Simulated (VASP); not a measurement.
# H3C2 (C2/m) in VASP: a series of runs

The runs below take H3C2 through single point, with PBE+D3(BJ).

Everything below comes from runs of VASP 6.6.1. Logs are shortened: lines on timing, memory, paths and dates and some standing lists are left out, and cuts for length are marked.

### Step 1. The cell of the first run

The structure is monoclinic, space group C2/m (No. 12). The conventional cell has a = 6.904 Å, b = 6.149 Å, c = 3.922 Å, α = 90.00°, β = 99.10°, γ = 90.00°. H (site symmetry m) has 1 C at 1.10 Å within 1.5 Å. H (site symmetry 1) has 1 C at 1.10 Å within 1.5 Å. C (site symmetry m) has 2 C at 1.21 to 1.45 Å within 1.6 Å. C (site symmetry m) has 3 H at 1.10 Å and 1 C at 1.45 Å within 1.5 Å.

### Step 2. Single point, PBE+D3(BJ) (8.22 Å³/atom)

File INCAR:

```
ALGO = Normal ; EDIFF = 1E-6
ENCUT = 520 ; GGA = PE
ISIF = 2 ; ISMEAR = 0
IVDW = 12 ; LASPH = T
LCHARG = T ; LELF = T
LREAL = F ; LVHAR = T
LWAVE = F ; NBANDS = 22
NELM = 100 ; PREC = Accurate
SIGMA = 0.02
```

File KPOINTS:

```
k-points
0
Gamma
  6 6 6
```

File POSCAR:

```
H3C2
1.0
    3.4514245787     -3.0745193032      0.0565375495
    3.4514245787      3.0745193032      0.0565375495
   -0.6835921875      0.0000000000      3.8615901309
H C
6 4
Direct
    0.2723691074      0.2723691074      0.5595362438
    0.7276308926      0.7276308926      0.4404637562
    0.2164552468      0.5054107696      0.2238260785
    0.4945892304      0.7835447532      0.7761739215
    0.7835447532      0.4945892304      0.7761739215
    0.5054107696      0.2164552468      0.2238260785
    0.0816818913      0.0816818913      0.0845446364
    0.9183181087      0.9183181087      0.9154553636
    0.2781659863      0.2781659863      0.2816896075
    0.7218340137      0.7218340137      0.7183103925
```

Potentials or basis: VASP PAW PBE potentials, release 64 (H, C).

Launch:

```console
> cat potpaw_PBE.64/H/POTCAR potpaw_PBE.64/C/POTCAR > POTCAR
> mpirun -np 1 vasp_std > vasp.out
```

OUTCAR:

```text
EDIFF = 1E-6
   ENCUT = 520
   GGA = PE
   ISIF = 2
   ISMEAR = 0
   IVDW = 12
   LASPH = T
   LREAL = F
   NELM = 100
   PREC = Accurate
 IVDW          = 12

 ion  position               nearest neighbor table
   1  0.272  0.272  0.560-   9 1.10
   2  0.728  0.728  0.440-  10 1.10
   3  0.216  0.505  0.224-   9 1.10
   4  0.495  0.784  0.776-  10 1.10
   5  0.784  0.495  0.776-  10 1.10
   6  0.505  0.216  0.224-   9 1.10
   7  0.082  0.082  0.085-   8 1.21   9 1.45
   8  0.918  0.918  0.915-   7 1.21  10 1.45
   9  0.278  0.278  0.282-   1 1.10   3 1.10   6 1.10   7 1.45
  10  0.722  0.722  0.718-   2 1.10   4 1.10   5 1.10   8 1.45

  LATTYP: Found a base centered monoclinic cell.
 ALAT       =     6.9037752330
 B/A-ratio  =     0.8906776943
 C/A-ratio  =     0.5680412817
 COS(beta)  =    -0.1581619474

  Lattice vectors:

 A1 = (   3.4514245787,  -3.0745193032,   0.0565375495)
 A2 = (   3.4514245787,   3.0745193032,   0.0565375495)
 A3 = (  -0.6835921875,   0.0000000000,   3.8615901309)

Analysis of symmetry for initial positions (statically):
=====================================================================
 Subroutine PRICEL returns:
 Original cell was already a primitive cell.

 Routine SETGRP: Setting up the symmetry group for a
 base centered monoclinic supercell.

 Subroutine GETGRP returns: Found  4 space group operations
 (whereof  4 operations were pure point group operations)
 out of a pool of  4 trial point group operations.

The static configuration has the point symmetry C_2h.

Analysis of symmetry for dynamics (positions and initial velocities):
=====================================================================
 Subroutine PRICEL returns:
 Original cell was already a primitive cell.

 Routine SETGRP: Setting up the symmetry group for a
 base centered monoclinic supercell.

 Subroutine GETGRP returns: Found  4 space group operations
 (whereof  4 operations were pure point group operations)
 out of a pool of  4 trial point group operations.

The dynamic configuration has the point symmetry C_2h.

 Subroutine INISYM returns: Found  4 space group operations
 (whereof  4 operations are pure point group operations),
 and found     1 'primitive' translations

----------------------------------------------------------------------------------------

                                     Primitive cell

  volume of cell :      82.1920

  direct lattice vectors                    reciprocal lattice vectors
     3.451424579 -3.074519303  0.056537549     0.144448843 -0.162627049  0.025570839
     3.451424579  3.074519303  0.056537549     0.144448843  0.162627049  0.025570839
    -0.683592187  0.000000000  3.861590131    -0.004229752  0.000000000  0.258211913

  length of vectors
     4.622574722  4.622574722  3.921629332     0.219013454  0.219013454  0.258246554

  position of ions in fractional coordinates (direct lattice)
     0.272369107  0.272369107  0.559536244
     0.727630893  0.727630893  0.440463756
     0.216455247  0.505410770  0.223826078
     0.494589230  0.783544753  0.776173922
     0.783544753  0.494589230  0.776173922
     0.505410770  0.216455247  0.223826078
     0.081681891  0.081681891  0.084544636
     0.918318109  0.918318109  0.915455364
     0.278165986  0.278165986  0.281689607
     0.721834014  0.721834014  0.718310393

  ion indices of the primitive-cell ions
   primitive index   ion index
                 1           1
                 2           2
                 3           3
                 4           4
                 5           5
                 6           6
                 7           7
                 8           8
                 9           9
                10          10

----------------------------------------------------------------------------------------

 KPOINTS: k-points

Automatic generation of k-mesh.
 Grid dimensions read from file:
 generate k-points for:    6    6    6

 Generating k-lattice:

  Cartesian coordinates                     Fractional coordinates (reciprocal lattice)
     0.024074807 -0.027104508  0.004261807     0.166666667  0.000000000  0.000000000
     0.024074807  0.027104508  0.004261807     0.000000000  0.166666667  0.000000000
    -0.000704959  0.000000000  0.043035319     0.000000000  0.000000000  0.166666667

  Length of vectors
     0.036502242  0.036502242  0.043041092

  Shift w.r.t. Gamma in fractional coordinates (k-lattice)
     0.000000000  0.000000000  0.000000000

 Subroutine IBZKPT returns following result:
 ===========================================

 Found     68 irreducible k-points:

 Following reciprocal coordinates:
            Coordinates               Weight
  0.000000  0.000000  0.000000      1.000000
  0.166667 -0.000000  0.000000      4.000000
  0.333333  0.000000 -0.000000      4.000000
  0.500000  0.000000 -0.000000      2.000000
  0.166667  0.166667  0.000000      2.000000
  0.333333  0.166667 -0.000000      4.000000
[... 16 lines left out ...]
 -0.333333  0.166667  0.166667      4.000000
 -0.166667  0.166667  0.166667      4.000000
 [... further k-points ...]
   k-points           NKPTS =     68   k-points in BZ     NKDIM =     68   number of bands    NBANDS=     22
   number of dos      NEDOS =    301   number of ions     NIONS =     10
   total plane-waves  NPLWV =  38880
   dimension x,y,z NGX =    36 NGY =   36 NGZ =   30
   dimension x,y,z NGXF=    72 NGYF=   72 NGZF=   60
   ions per type =               6   4
   NGX,Y,Z   is equivalent  to a cutoff of  12.95, 12.95, 12.72 a.u.
   NGXF,Y,Z  is equivalent  to a cutoff of  25.89, 25.89, 25.44 a.u.
 SYSTEM =  unknown system
   PREC   = accura    normal or accurate (medium, high low for compatibility)
   ISTART =      0    job   : 0-new  1-cont  2-samecut
   ICHARG =      2    charge: 1-file 2-atom 10-const
   ISPIN  =      1    spin polarized calculation?
   LNONCOLLINEAR =      F non collinear calculations
   LSORBIT =      F    spin-orbit coupling
   LASPH  =      T    aspherical Exc in radial PAW
   ENCUT  =  520.0 eV  38.22 Ry    6.18 a.u.   8.59  8.59  7.29*2*pi/ulx,y,z
   NELM   =    100;   NELMIN=  2; NELMDL= -5     # of ELM steps
   EDIFF  = 0.1E-05   stopping-criterion for ELM
   LREAL  =      F    real-space projection
[... 7 lines left out ...]
   TEBEG  =    0.0;   TEEND  =   0.0 temperature during run
   PSTRESS=    0.0 pullay stress
   NELECT =      22.0000    total number of electrons
   NUPDOWN=      -1.0000    fix difference up-down
   EMIN   =  10.00;   EMAX   =-10.00  energy-range for DOS
   EFERMI =   0.00;   METHOD = LEGACY
   ISMEAR =     0;   SIGMA  =   0.02  broadening in eV -4-tet -1-fermi 0-gaus
   EFERMI_NEDOS =   21; number of points for ismear=-14 and -15
   IALGO  =     38    algorithm
   IMIX   =      4    mixing-type and parameters
     AMIX     =   0.40;   BMIX     =  1.00
     AMIX_MAG =   1.60;   BMIX_MAG =  1.00
  volume/ion in A,a.u.               =       8.22        55.47
  Fermi-wavevector in a.u.,A,eV,Ry     =   1.055049  1.993753 15.145030  1.113128
  Thomas-Fermi vector in A             =   2.190232
   LORBIT       =      0    0 simple, 1 ext, 2 COOP (PROOUT), +10 PAW based schemes
   GGA     = PE    functional components
   LHFCALC =     F    Hartree Fock is set to
   AEXX    =    0.0000 exact exchange contribution
   IVDW    =    12    specifies the selected vdW correction
   LEPSILON=     F    determine dielectric tensor
   LRPA    =     F    only Hartree local field effects (RPA)
 non-spin polarized calculation
 Gauss-broadening in eV      SIGMA  =   0.02
  energy-cutoff  :      520.00
  volume of cell :       82.19
 maximum number of plane-waves:      2230
 NGX is ok and might be reduce to    36
   NGX = 17   NGY = 17   NGZ = 15

 number of electron      21.9999994 magnetization

 Free energy of the ion-electron system (eV)
  ---------------------------------------------------
  ext. energy  EPLUGINS =         0.00000000
  ---------------------------------------------------
  free energy    TOTEN  =       -56.58018000 eV

  energy without entropy =      -56.58018000  energy(sigma->0) =      -56.58018000

 E-fermi :  -0.5717     XC(G=0):  -8.1859

 val. band max:       -0.6831823329   @ k =   0.5000   0.5000   0.5000
 cond. band min:       3.9143798173   @ k =   0.3333   0.3333  -0.0000
 fundamental gap:      4.5975621503
 Fermi energy:        -0.5716652340

 k-point     1 :       0.0000    0.0000    0.0000
  band No.  band energies     occupation
      1     -15.2850      2.00000
      2     -13.5100      2.00000
      3     -11.8582      2.00000
      4      -6.7717      2.00000
      5      -6.2334      2.00000
      6      -5.9006      2.00000
[... 14 lines left out ...]
     21      10.8216      0.00000
     22      11.6497      0.00000

 k-point     2 :       0.1667   -0.0000    0.0000
  band No.  band energies     occupation
      1     -15.2193      2.00000
      2     -13.6120      2.00000
      3     -11.8169      2.00000
      4      -7.0234      2.00000
      5      -6.0163      2.00000
      6      -5.9280      2.00000
[... 14 lines left out ...]
     21      10.9749      0.00000
     22      11.1572      0.00000

 k-point     3 :       0.3333    0.0000   -0.0000
  band No.  band energies     occupation
      1     -15.0597      2.00000
      2     -13.8404      2.00000
      3     -11.7364      2.00000
      4      -7.3530      2.00000
      5      -5.9092      2.00000
      6      -5.7619      2.00000
[... 14 lines left out ...]
     21      11.1475      0.00000
     22      11.6428      0.00000
[... 476 lines left out ...]
 k-point    23 :      -0.3333    0.1667    0.1667
  band No.  band energies     occupation
      1     -14.9779      2.00000
      2     -13.7233      2.00000
      3     -11.9563      2.00000
      4      -6.7668      2.00000
      5      -6.4553      2.00000
      6      -6.0363      2.00000
[... 14 lines left out ...]
     21      10.9274      0.00000
     22      11.3314      0.00000

 k-point    24 :      -0.1667    0.1667    0.1667
  band No.  band energies     occupation
      1     -15.0870      2.00000
      2     -13.6562      2.00000
      3     -11.8609      2.00000
      4      -7.0016      2.00000
      5      -6.1149      2.00000
      6      -5.8436      2.00000
[... 14 lines left out ...]
     21      10.8392      0.00000
     22      11.4150      0.00000

 [... further k-points ...]

------------------------ aborting loop because EDIFF is reached ----------------------------------------

 Edisp (eV)   -0.68378

 E8    (eV) :    -0.1646

  FORCE on cell =-STRESS in cart. coord.  units (eV):
  Direction    XX          YY          ZZ          XY          YZ          ZX
  --------------------------------------------------------------------------------------
  -------------------------------------------------------------------------------------
  Total       0.67241     0.57495     0.57423     0.00000     0.00000     0.00610
  in kB      13.10728    11.20747    11.19354     0.00000     0.00000     0.11892
  external pressure =       11.84 kB  Pullay stress =        0.00 kB

 VOLUME and BASIS-vectors are now :
 -----------------------------------------------------------------------------
  energy-cutoff  :      520.00
  volume of cell :       82.19
      direct lattice vectors                 reciprocal lattice vectors
     3.451424579 -3.074519303  0.056537549     0.144448843 -0.162627049  0.025570839
     3.451424579  3.074519303  0.056537549     0.144448843  0.162627049  0.025570839
    -0.683592187  0.000000000  3.861590131    -0.004229752  0.000000000  0.258211913

 POSITION                                       TOTAL-FORCE (eV/Angst)
 -----------------------------------------------------------------------------------
      1.49763      0.00000      2.19150        -0.003389      0.000000      0.022597
      4.72163      0.00000      1.78317         0.003389      0.000000     -0.022597
      2.33846      0.88840      0.90514         0.012662      0.016148     -0.003562
      3.88080      0.88840      3.06953        -0.012662      0.016148      0.003562
      3.88080     -0.88840      3.06953        -0.012662     -0.016148      0.003562
      2.33846     -0.88840      0.90514         0.012662     -0.016148     -0.003562
      0.50604      0.00000      0.33571         0.051169      0.000000      0.040144
      5.71321      0.00000      3.63895        -0.051169      0.000000     -0.040144
      1.72758      0.00000      1.11922        -0.009145      0.000000     -0.009856
      4.49168      0.00000      2.85544         0.009145      0.000000      0.009856
 -----------------------------------------------------------------------------------
    total drift:                               -0.000000     -0.000000      0.000000

  FREE ENERGIE OF THE ION-ELECTRON SYSTEM (eV)
  ---------------------------------------------------
  free  energy   TOTEN  =       -57.2639578640 eV

  energy  without entropy=      -57.2639578640  energy(sigma->0) =      -57.26395786
```

Wall time 50 s (1 thread of Intel Xeon 6975P-C (Granite Rapids), shared host); peak memory 0.22 GiB.

What came out:

```yaml
Free_energy: -57.2640 eV
Pressure: 1.2 GPa
Largest_force: 0.065 eV/Å
Band_gap_on_the_k_mesh: 4.60 eV (least direct gap 4.73 eV)
Dispersion_energy_per_atom: -0.068 eV
```

Forces in eV/Å, atoms in the order of the input:
```
H   -0.003  0.000  0.023
H    0.003  0.000 -0.023
H    0.013  0.016 -0.004
H   -0.013  0.016  0.004
H   -0.013 -0.016  0.004
H    0.013 -0.016 -0.004
C    0.051  0.000  0.040
C   -0.051  0.000 -0.040
C   -0.009  0.000 -0.010
C    0.009  0.000  0.010
```

Levels at points of the mesh, in eV from the valence-band top:
```csv
k point,band 7,band 8,band 9,band 10,band 11,band 12,band 13,band 14,band 15,band 16
"(0.00, 0.00, 0.00)",-4.42,-4.39,-4.29,-1.92,-1.37,4.85,5.31,6.40,8.15,9.47
"(0.50, 0.00, 0.00)",-4.90,-4.46,-4.42,-1.35,-0.42,4.63,5.33,6.76,7.30,8.74
"(0.50, 0.50, 0.00)",-4.76,-4.25,-3.95,-0.81,-0.08,4.65,5.75,7.18,7.23,7.86
"(0.00, 0.00, 0.50)",-4.98,-4.87,-4.55,-1.55,-0.83,5.08,5.85,7.48,8.10,8.59
"(0.50, 0.00, 0.50)",-5.15,-4.66,-4.23,-1.48,-0.28,5.37,6.37,7.44,8.32,8.92
"(0.50, 0.50, 0.50)",-5.28,-5.02,-4.81,-0.35,0.00,5.92,5.99,8.30,8.50,8.62
```

A k mesh can miss the band edges.

### Step 3. Single point, PBE+D3(BJ) (8.50 Å³/atom)

This run uses another cell than the first one, of 8.50 Å³/atom.

File INCAR:

```
PREC     = Accurate       # precision mode
ENCUT    = 520            # plane-wave cutoff, eV
EDIFF    = 1E-6           # SCF threshold, eV
ISMEAR   = 0              # smearing method
SIGMA    = 0.02           # smearing width, eV
LREAL    = False          # projectors in reciprocal space
LASPH    = True           # aspherical terms in the spheres
NELM     = 60             # most SCF steps
ALGO     = Normal         # electronic algorithm
ISIF     = 2              # what is computed and relaxed
LWAVE    = False          # write WAVECAR
LCHARG   = False          # write CHGCAR
GGA      = PE             # functional
IVDW     = 12             # dispersion correction
NBANDS   = 22             # bands
```

File KPOINTS:

```
Automatic mesh
0
Gamma
  6 6 6
```

File POSCAR:

```
H3C2
1.0
    3.4198587288     -3.1152322630      0.0775773285
    3.4198587288      3.1152322630      0.0775773285
   -0.6556428644      0.0000000000      3.9740851098
H C
6 4
Direct
    0.2664279107      0.2664279107      0.5469081285
    0.7335720893      0.7335720893      0.4530918715
    0.2186410824      0.5039297001      0.2226266003
    0.4960702999      0.7813589176      0.7773733997
    0.7813589176      0.4960702999      0.7773733997
    0.5039297001      0.2186410824      0.2226266003
    0.0813218616      0.0813218616      0.0828942131
    0.9186781384      0.9186781384      0.9171057869
    0.2768134426      0.2768134426      0.2775563512
    0.7231865574      0.7231865574      0.7224436488
```

Potentials or basis: VASP PAW PBE potentials, release 64 (H, C).

Launch:

```console
> cat potpaw_PBE.64/H/POTCAR potpaw_PBE.64/C/POTCAR > POTCAR
> mpirun -np 1 vasp_std > vasp.out
```

OUTCAR:

```text
PREC = Accurate
   ENCUT = 520
   EDIFF = 1E-6
   ISMEAR = 0
   LREAL = False
   LASPH = True
   NELM = 60
   ISIF = 2
   GGA = PE
   IVDW = 12
 IVDW          = 12

 ion  position               nearest neighbor table
   1  0.266  0.266  0.547-   9 1.10
   2  0.734  0.734  0.453-  10 1.10
   3  0.219  0.504  0.223-   9 1.10
[... 830 lines left out ...]
  Total       0.48371     0.40352     0.39867     0.00000     0.00000     0.00294
  in kB       9.11817     7.60648     7.51507     0.00000     0.00000     0.05539
  external pressure =        8.08 kB  Pullay stress =        0.00 kB

 VOLUME and BASIS-vectors are now :
 -----------------------------------------------------------------------------
  energy-cutoff  :      520.00
  volume of cell :       84.99
      direct lattice vectors                 reciprocal lattice vectors
     3.419858729 -3.115232263  0.077577329     0.145659744 -0.160501676  0.024030882
     3.419858729  3.115232263  0.077577329     0.145659744  0.160501676  0.024030882
    -0.655642864  0.000000000  3.974085110    -0.005686790  0.000000000  0.250692038

 POSITION                                       TOTAL-FORCE (eV/Angst)
 -----------------------------------------------------------------------------------
      1.46372      0.00000      2.21480        -0.007764     -0.000000      0.026192
      4.72036      0.00000      1.91444         0.007764     -0.000000     -0.026192
      2.32513      0.88874      0.94079         0.011763      0.015887     -0.003956
      3.85895      0.88874      3.18845        -0.011763      0.015887      0.003956
      3.85895     -0.88874      3.18845        -0.011763     -0.015887      0.003956
      2.32513     -0.88874      0.94079         0.011763     -0.015887     -0.003956
      0.50187      0.00000      0.34205         0.054165     -0.000000      0.042640
      5.68221      0.00000      3.78719        -0.054165     -0.000000     -0.042640
      1.71135      0.00000      1.14598        -0.008035     -0.000000     -0.014461
      4.47273      0.00000      2.98326         0.008035     -0.000000      0.014461
 -----------------------------------------------------------------------------------
    total drift:                               -0.000000      0.000000     -0.000000

  FREE ENERGIE OF THE ION-ELECTRON SYSTEM (eV)
  ---------------------------------------------------
  free  energy   TOTEN  =       -57.2804364465 eV

  energy  without entropy=      -57.2804364465  energy(sigma->0) =      -57.28043645
```

Wall time 56 s (1 thread of Intel Xeon 6975P-C (Granite Rapids), shared host); peak memory 0.24 GiB.

Results:

| Property | Result |
| --- | --- |
| Free energy | -57.2804 eV |
| Pressure | 0.8 GPa |
| Largest force | 0.069 eV/Å |
| Band gap on the k mesh | 4.63 eV (least direct gap 4.80 eV) |
| Dispersion energy per atom | -0.066 eV |

Forces on the atoms (eV/Å):
```
H   -0.008  0.000  0.026
H    0.008  0.000 -0.026
H    0.012  0.016 -0.004
H   -0.012  0.016  0.004
H   -0.012 -0.016  0.004
H    0.012 -0.016 -0.004
C    0.054  0.000  0.043
C   -0.054  0.000 -0.043
C   -0.008  0.000 -0.014
C    0.008  0.000  0.014
```

Stress tensor (GPa, compression positive):
```
0.91 0.00 0.01
0.00 0.76 0.00
0.01 0.00 0.75
```

[end of part 1 of 2]
